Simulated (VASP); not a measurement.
# Os (Im-3m) in VASP: further runs

Aim: see how the results for Os move with the level of theory and the settings. Levels: b88 exchange, pbe correlation. Tasks: single point, relaxation of cell and atoms.

All numbers are computed with VASP 6.6.1; they aren't measurements. Logs are shortened: lines on timing, memory, paths and dates and some standing lists are left out, and cuts for length are marked.

### 1 The cell of the first run

The structure is cubic, space group Im-3m (No. 229). The conventional cell has a = 3.092 Å, b = 3.092 Å, c = 3.092 Å, α = 90.00°, β = 90.00°, γ = 90.00°. Within 3.5 Å of Os (site symmetry m-3m) lie 14 Os at 2.68 to 3.09 Å.

This isn't the form of Os at room conditions, which is hcp.

### 2 Single point, b88 exchange, pbe correlation

Contents of INCAR:

```
SYSTEM = Os
ALGO = Normal
EDIFF = 1E-6
ENCUT = 600
GGA = LIBXC
GGA_COMPAT = .False.
ISIF = 2
ISMEAR = -1
LASPH = .True.
LCHARG = .False.
LIBXC1 = GGA_X_B88
LIBXC2 = GGA_C_PBE
LREAL = .False.
LWAVE = .False.
NBANDS = 10
NELM = 120
PREC = Accurate
SIGMA = 0.1
```

Contents of KPOINTS:

```
k-points
0
Gamma
  12 12 12
  0 0 0
```

Contents of POSCAR:

```
Os
1.0
    1.5461397655      1.5461397655      1.5461397655
   -1.5461397655      1.5461397655      1.5461397655
   -1.5461397655     -1.5461397655      1.5461397655
Os
1
Direct
    0.0000000000      0.0000000000      0.0000000000
```

Potentials or basis: VASP PAW PBE potentials, release 64 (Os).

Command:

```
> cat potpaw_PBE.64/Os/POTCAR > POTCAR
> mpirun -np 1 vasp_std > vasp.out
```

OUTCAR:

```text
SYSTEM = Os
   EDIFF = 1E-6
   ENCUT = 600
   GGA = LIBXC
   ISIF = 2
   ISMEAR = -1
   LASPH = .True.
   LREAL = .False.
   NELM = 120
   PREC = Accurate

 ion  position               nearest neighbor table
   1  0.000  0.000  0.000-

  LATTYP: Found a body centered cubic cell.
 ALAT       =     3.0922795310

  Lattice vectors:

 A1 = (   1.5461397655,  -1.5461397655,  -1.5461397655)
 A2 = (   1.5461397655,   1.5461397655,   1.5461397655)
 A3 = (  -1.5461397655,  -1.5461397655,   1.5461397655)

Analysis of symmetry for initial positions (statically):
=====================================================================
 Subroutine PRICEL returns:
 Original cell was already a primitive cell.

 Routine SETGRP: Setting up the symmetry group for a
 body centered cubic supercell.

 Subroutine GETGRP returns: Found 48 space group operations
 (whereof 48 operations were pure point group operations)
 out of a pool of 48 trial point group operations.

The static configuration has the point symmetry O_h .

Analysis of symmetry for dynamics (positions and initial velocities):
=====================================================================
 Subroutine PRICEL returns:
 Original cell was already a primitive cell.

 Routine SETGRP: Setting up the symmetry group for a
 body centered cubic supercell.

 Subroutine GETGRP returns: Found 48 space group operations
 (whereof 48 operations were pure point group operations)
 out of a pool of 48 trial point group operations.

The dynamic configuration has the point symmetry O_h .

 Subroutine INISYM returns: Found 48 space group operations
 (whereof 48 operations are pure point group operations),
 and found     1 'primitive' translations

----------------------------------------------------------------------------------------

                                     Primitive cell

  volume of cell :      14.7845

  direct lattice vectors                    reciprocal lattice vectors
     1.546139765  1.546139765  1.546139765     0.323386030  0.000000000  0.323386030
    -1.546139765  1.546139765  1.546139765    -0.323386030  0.323386030  0.000000000
    -1.546139765 -1.546139765  1.546139765     0.000000000 -0.323386030  0.323386030

  length of vectors
     2.677992629  2.677992629  2.677992629     0.457336909  0.457336909  0.457336909

  position of ions in fractional coordinates (direct lattice)
     0.000000000  0.000000000  0.000000000

  ion indices of the primitive-cell ions
   primitive index   ion index
                 1           1

----------------------------------------------------------------------------------------

 KPOINTS: k-points

Automatic generation of k-mesh.
 Grid dimensions read from file:
 generate k-points for:   12   12   12

 Generating k-lattice:

  Cartesian coordinates                     Fractional coordinates (reciprocal lattice)
     0.026948836  0.000000000  0.026948836     0.083333333  0.000000000  0.000000000
    -0.026948836  0.026948836  0.000000000     0.000000000  0.083333333  0.000000000
     0.000000000 -0.026948836  0.026948836     0.000000000  0.000000000  0.083333333

  Length of vectors
     0.038111409  0.038111409  0.038111409

  Shift w.r.t. Gamma in fractional coordinates (k-lattice)
     0.000000000  0.000000000  0.000000000

 Subroutine IBZKPT returns following result:
 ===========================================

 Found     72 irreducible k-points:

 Following reciprocal coordinates:
            Coordinates               Weight
  0.000000  0.000000  0.000000      1.000000
  0.083333  0.000000  0.000000     12.000000
  0.166667  0.000000  0.000000     12.000000
  0.250000  0.000000  0.000000     12.000000
  0.333333  0.000000  0.000000     12.000000
  0.416667  0.000000  0.000000     12.000000
[... 16 lines left out ...]
  0.333333  0.083333  0.083333     24.000000
  0.416667  0.083333  0.083333     24.000000
 [... further k-points ...]
   k-points           NKPTS =     72   k-points in BZ     NKDIM =     72   number of bands    NBANDS=     10
   number of dos      NEDOS =    301   number of ions     NIONS =      1
   total plane-waves  NPLWV =  13824
   dimension x,y,z NGX =    24 NGY =   24 NGZ =   24
   dimension x,y,z NGXF=    48 NGYF=   48 NGZF=   48
   ions per type =               1
   NGX,Y,Z   is equivalent  to a cutoff of  14.90, 14.90, 14.90 a.u.
   NGXF,Y,Z  is equivalent  to a cutoff of  29.80, 29.80, 29.80 a.u.
 SYSTEM =  Os
   PREC   = accura    normal or accurate (medium, high low for compatibility)
   ISTART =      0    job   : 0-new  1-cont  2-samecut
   ICHARG =      2    charge: 1-file 2-atom 10-const
   ISPIN  =      1    spin polarized calculation?
   LNONCOLLINEAR =      F non collinear calculations
   LSORBIT =      F    spin-orbit coupling
   LASPH  =      T    aspherical Exc in radial PAW
   ENCUT  =  600.0 eV  44.10 Ry    6.64 a.u.   5.35  5.35  5.35*2*pi/ulx,y,z
   NELM   =    120;   NELMIN=  2; NELMDL= -5     # of ELM steps
   EDIFF  = 0.1E-05   stopping-criterion for ELM
   LREAL  =      F    real-space projection
   EDIFFG = 0.1E-04   stopping-criterion for IOM
   NSW    =      0    number of steps for IOM
   IBRION =     -1    ionic relax: 0-MD 1-quasi-New 2-CG
   NFREE  =      0    steps in history (QN), initial steepest desc. (CG)
   ISIF   =      2    stress and relaxation
   ISYM   =      2    0-nonsym 1-usesym 2-fastsym
   POTIM  = 0.5000    time-step for ionic-motion
   TEBEG  =    0.0;   TEEND  =   0.0 temperature during run
   PSTRESS=    0.0 pullay stress
   NELECT =       8.0000    total number of electrons
   NUPDOWN=      -1.0000    fix difference up-down
   EMIN   =  10.00;   EMAX   =-10.00  energy-range for DOS
   EFERMI =   0.00;   METHOD = LEGACY
   ISMEAR =    -1;   SIGMA  =   0.10  broadening in eV -4-tet -1-fermi 0-gaus
   EFERMI_NEDOS =   21; number of points for ismear=-14 and -15
   IALGO  =     38    algorithm
   IMIX   =      4    mixing-type and parameters
     AMIX     =   0.40;   BMIX     =  1.00
     AMIX_MAG =   1.60;   BMIX_MAG =  1.00
  volume/ion in A,a.u.               =      14.78        99.77
  Fermi-wavevector in a.u.,A,eV,Ry     =   1.334042  2.520973 24.213844  1.779667
  Thomas-Fermi vector in A             =   2.462854
   LORBIT       =      0    0 simple, 1 ext, 2 COOP (PROOUT), +10 PAW based schemes
   GGA     = LIBXC    functional components
   LHFCALC =     F    Hartree Fock is set to
   AEXX    =    0.0000 exact exchange contribution
   IVDW    =     0    specifies the selected vdW correction
   LEPSILON=     F    determine dielectric tensor
   LRPA    =     F    only Hartree local field effects (RPA)
 non-spin polarized calculation
  energy-cutoff  :      600.00
  volume of cell :       14.78
 maximum number of plane-waves:       531
 NGX is ok and might be reduce to    24
   NGX = 11   NGY = 11   NGZ = 11

 number of electron       8.0000001 magnetization

 Free energy of the ion-electron system (eV)
  ---------------------------------------------------
  ext. energy  EPLUGINS =         0.00000000
  ---------------------------------------------------
  free energy    TOTEN  =       -10.23908152 eV

  energy without entropy =      -10.19211871  energy(sigma->0) =      -10.21560011

 E-fermi :   8.8763     XC(G=0): -13.7276

 val. band max:        8.8646729048   @ k =   0.1667   0.0000   0.0000
 cond. band min:       8.8803962718   @ k =   0.3333   0.2500   0.1667
 fundamental gap:      0.0157233669
 Fermi energy:         8.8763241468

 k-point     1 :       0.0000    0.0000    0.0000
  band No.  band energies     occupation
      1      -1.8158      2.00000
      2       5.6125      2.00000
      3       5.6125      2.00000
      4       5.6125      2.00000
      5       8.8051      1.34170
      6       8.8051      1.34170
      7      25.1443      0.00000
      8      25.1443      0.00000
      9      25.1443      0.00000
     10      36.7423      0.00000

 k-point     2 :       0.0833    0.0000    0.0000
  band No.  band energies     occupation
      1      -1.4938      2.00000
      2       5.4516      2.00000
      3       5.5924      2.00000
      4       5.9112      2.00000
      5       8.5861      1.89596
      6       8.8160      1.29257
      7      25.3517      0.00000
      8      25.6711      0.00000
      9      25.6803      0.00000
     10      34.1046      0.00000

 k-point     3 :       0.1667    0.0000    0.0000
  band No.  band energies     occupation
      1      -0.6061      2.00000
      2       5.0374      2.00000
      3       5.4730      2.00000
      4       6.7808      2.00000
      5       8.2500      1.99620
      6       8.8647      1.05819
      7      25.5288      0.00000
      8      26.3812      0.00000
      9      27.1680      0.00000
     10      31.9328      0.00000

 k-point     4 :       0.2500    0.0000    0.0000
  band No.  band energies     occupation
      1       0.5364      2.00000
      2       4.5217      2.00000
      3       5.3841      2.00000
      4       8.1330      1.99882
      5       8.2469      1.99631
      6       8.9784      0.52962
      7      24.6097      0.00000
      8      24.8295      0.00000
      9      29.4268      0.00000
     10      32.1593      0.00000

 k-point     5 :       0.3333    0.0000    0.0000
  band No.  band energies     occupation
      1       1.2799      2.00000
      2       4.0524      2.00000
      3       6.0362      2.00000
      4       8.5312      1.93855
      5       9.1541      0.11710
      6       9.7764      0.00025
      7      21.7451      0.00000
      8      23.0426      0.00000
      9      29.4622      0.00000
     10      32.1551      0.00000

 k-point     6 :       0.4167    0.0000    0.0000
  band No.  band energies     occupation
      1       1.3929      2.00000
      2       3.7330      2.00000
      3       7.5434      2.00000
      4       8.8124      1.30907
      5       9.3298      0.02123
      6      11.3063      0.00000
      7      18.8786      0.00000
      8      21.8250      0.00000
      9      26.7692      0.00000
     10      33.7287      0.00000
[... 183 lines left out ...]
 k-point    21 :       0.1667    0.0833    0.0833
  band No.  band energies     occupation
      1      -0.3023      2.00000
      2       5.2957      2.00000
      3       5.5490      2.00000
      4       6.6870      2.00000
      5       7.5238      2.00000
      6       9.2690      0.03866
      7      26.0658      0.00000
      8      26.6283      0.00000
      9      27.5726      0.00000
     10      29.3774      0.00000

 k-point    22 :       0.2500    0.0833    0.0833
  band No.  band energies     occupation
      1       0.8293      2.00000
      2       4.8051      2.00000
      3       5.3424      2.00000
      4       7.5286      2.00000
      5       8.0385      1.99954
      6       9.4209      0.00859
      7      24.2232      0.00000
      8      25.6960      0.00000
      9      29.4153      0.00000
     10      30.9440      0.00000

 k-point    23 :       0.3333    0.0833    0.0833
  band No.  band energies     occupation
      1       1.5772      2.00000
      2       4.3520      2.00000
      3       5.6096      2.00000
      4       8.0498      1.99949
      5       9.6198      0.00118
      6       9.6920      0.00057
      7      21.5744      0.00000
      8      23.9668      0.00000
      9      28.6406      0.00000
     10      32.3674      0.00000

 k-point    24 :       0.4167    0.0833    0.0833
  band No.  band energies     occupation
      1       1.6774      2.00000
      2       4.0422      2.00000
      3       6.4922      2.00000
      4       8.3363      1.99101
      5      10.3828      0.00000
      6      11.2388      0.00000
      7      18.8935      0.00000
      8      22.6558      0.00000
      9      26.2198      0.00000
     10      32.5116      0.00000

 [... further k-points ...]

------------------------ aborting loop because EDIFF is reached ----------------------------------------

  FORCE on cell =-STRESS in cart. coord.  units (eV):
  Direction    XX          YY          ZZ          XY          YZ          ZX
  --------------------------------------------------------------------------------------
  -------------------------------------------------------------------------------------
  Total        0.0236963      0.0236963      0.0236963     -0.0000000     -0.0000000     -0.0000000
  in kB        2.5679347      2.5679347      2.5679347     -0.0000000     -0.0000000     -0.0000000
  external PRESSURE =       2.5679347 kB  Pullay stress =       0.0000000 kB

 VOLUME and BASIS-vectors are now :
 -----------------------------------------------------------------------------
  energy-cutoff  :      600.00
  volume of cell :       14.78
      direct lattice vectors                 reciprocal lattice vectors
     1.546139765  1.546139765  1.546139765     0.323386030  0.000000000  0.323386030
    -1.546139765  1.546139765  1.546139765    -0.323386030  0.323386030  0.000000000
    -1.546139765 -1.546139765  1.546139765     0.000000000 -0.323386030  0.323386030

 POSITION                                       TOTAL-FORCE (eV/Angst)
 -----------------------------------------------------------------------------------
      0.00000      0.00000      0.00000        -0.000000      0.000000      0.000000
 -----------------------------------------------------------------------------------
    total drift:                                0.000000      0.000000      0.000000

  FREE ENERGIE OF THE ION-ELECTRON SYSTEM (eV)
  ---------------------------------------------------
  free  energy   TOTEN  =       -10.2390815151 eV

  energy  without entropy=      -10.1921187095  energy(sigma->0) =      -10.21560011
```

It took 7.5 s on 1 thread of AMD EPYC 9R45 (Zen 5), shared host; peak memory 0.12 GiB.

What came out:

```yaml
Free_energy: -10.2391 eV
Pressure: 0.3 GPa
Band_gap_on_the_k_mesh: zero (bands 4 and 5 overlap by 4.46 eV)
```

Levels at points of the mesh, in eV from the Fermi level:
| k point | band 1 | band 2 | band 3 | band 4 | band 5 | band 6 | band 7 | band 8 |
| --- | --- | --- | --- | --- | --- | --- | --- | --- |
| (0.00, 0.00, 0.00) | -10.69 | -3.26 | -3.26 | -3.26 | -0.07 | -0.07 | 16.27 | 16.27 |
| (0.50, 0.00, 0.00) | -7.52 | -5.26 | -0.22 | -0.15 | 0.53 | 3.11 | 8.69 | 12.50 |
| (0.50, 0.50, 0.50) | -7.09 | -7.09 | 2.31 | 2.31 | 2.31 | 7.80 | 7.80 | 7.80 |

Caveat: the PAW data sets were made with another functional, which shifts forces and pressure a little; spin-orbit coupling is left out, which moves the levels of the heavy elements.

### 3 Relaxation of cell and atoms, b88 exchange, pbe correlation

This run uses another cell than the first one, of 14.05 Å³/atom.

Contents of INCAR:

```
  PREC = Accurate
  ENCUT = 600
  EDIFF = 1E-7
  ISMEAR = -1
  SIGMA = 0.1
  LREAL = F
  LASPH = T
  NELM = 120
  ALGO = Normal
  ISIF = 3
  LWAVE = F
  LCHARG = F
  GGA = LIBXC
  LIBXC1 = GGA_X_B88
  LIBXC2 = GGA_C_PBE
  IBRION = 2
  NSW = 80
  EDIFFG = -0.02
  GGA_COMPAT = F
  NELMIN = 4
```

Contents of KPOINTS:

```
Automatic mesh
0
Gamma
  12 12 12
```

Contents of POSCAR:

```
Os
1.0
    1.5200000000      1.5200000000      1.5200000000
   -1.5200000000      1.5200000000      1.5200000000
   -1.5200000000     -1.5200000000      1.5200000000
Os
1
Direct
    0.0000000000      0.0000000000      0.0000000000
```

Potentials or basis: VASP PAW PBE potentials, release 64 (Os).

Command:

```
> cat potpaw_PBE.64/Os/POTCAR > POTCAR
> mpirun -np 1 vasp_std > vasp.out
```

OUTCAR:

```text
PREC = Accurate
   ENCUT = 600
   EDIFF = 1E-7
   ISMEAR = -1
   LREAL = F
   LASPH = T
   NELM = 120
   ISIF = 3
   GGA = LIBXC
   IBRION = 2
   NSW = 80
   EDIFFG = -0.02
   NELMIN = 4

 ion  position               nearest neighbor table
   1  0.000  0.000  0.000-

  LATTYP: Found a body centered cubic cell.
 ALAT       =     3.0400000000

  Lattice vectors:

 A1 = (   1.5200000000,  -1.5200000000,  -1.5200000000)
 A2 = (   1.5200000000,   1.5200000000,   1.5200000000)
 A3 = (  -1.5200000000,  -1.5200000000,   1.5200000000)

Analysis of symmetry for initial positions (statically):
=====================================================================
 Subroutine PRICEL returns:
 Original cell was already a primitive cell.

 Routine SETGRP: Setting up the symmetry group for a
 body centered cubic supercell.

[... 285 lines left out ...]
 Fermi energy:         8.8606765685

 k-point     1 :       0.0000    0.0000    0.0000
  band No.  band energies     occupation
      1      -1.8215      2.00000
      2       5.6018      2.00000
      3       5.6018      2.00000
      4       5.6018      2.00000
      5       8.7899      1.33964
      6       8.7899      1.33963
      7      25.1280      0.00000
      8      25.1280      0.00000
[... 243 lines left out ...]
 k-point    24 :       0.4167    0.0833    0.0833
  band No.  band energies     occupation
      1       1.6712      2.00000
      2       4.0340      2.00000
      3       6.4800      2.00000
      4       8.3215      1.99093
      5      10.3648      0.00000
      6      11.2190      0.00000
      7      18.8653      0.00000
      8      22.6367      0.00000

 [... further k-points ...]

------------------------ aborting loop because EDIFF is reached ----------------------------------------

  FORCE on cell =-STRESS in cart. coord.  units (eV):
  Direction    XX          YY          ZZ          XY          YZ          ZX
  --------------------------------------------------------------------------------------
  -------------------------------------------------------------------------------------
  Total       -0.0134413     -0.0134413     -0.0134413      0.0000000      0.0000000      0.0000000
  in kB       -1.4551076     -1.4551076     -1.4551076      0.0000000      0.0000000      0.0000000
  external PRESSURE =      -1.4551076 kB  Pullay stress =       0.0000000 kB
[... 16 lines left out ...]
  FREE ENERGIE OF THE ION-ELECTRON SYSTEM (eV)
  ---------------------------------------------------
  free  energy   TOTEN  =       -10.2387837084 eV

  energy  without entropy=      -10.1917264431  energy(sigma->0) =      -10.21525508

 reached required accuracy - stopping structural energy minimisation
```

CONTCAR:

```text
Os
   1.00000000000000
     1.5466749121647414    1.5466749121647414    1.5466749121647414
    -1.5466749121647414    1.5466749121647414    1.5466749121647414
    -1.5466749121647414   -1.5466749121647414    1.5466749121647414
  Os
     1
Direct
     0.0000000000000000    0.0000000000000000    0.0000000000000000

  0.00000000E+00  0.00000000E+00  0.00000000E+00
```

Wall time 19 s (1 thread of AMD EPYC 9R45 (Zen 5), shared host); peak memory 0.12 GiB.

What came out:

- Free energy: -10.2388 eV
- Relaxed volume: 14.80 Å³/atom
- Relaxed cell: a = 2.679 Å, b = 2.679 Å, c = 2.679 Å, α = 70.53°, β = 109.47°, γ = 70.53°
- Space group after relaxing (to 0.1 Å): Im-3m (No. 229)
- Pressure after relaxing: -0.1 GPa
- Band gap on the k mesh: zero (bands 4 and 5 overlap by 4.45 eV)

Final structure:
```xyz
1
Lattice="1.5467 1.5467 1.5467 -1.5467 1.5467 1.5467 -1.5467 -1.5467 1.5467" Properties=species:S:1:pos:R:3 pbc="T T T"
Os    0.0000    0.0000    0.0000
```

Caveat: the PAW data sets were made with another functional, which shifts forces and pressure a little; spin-orbit coupling is left out, which moves the levels of the heavy elements.
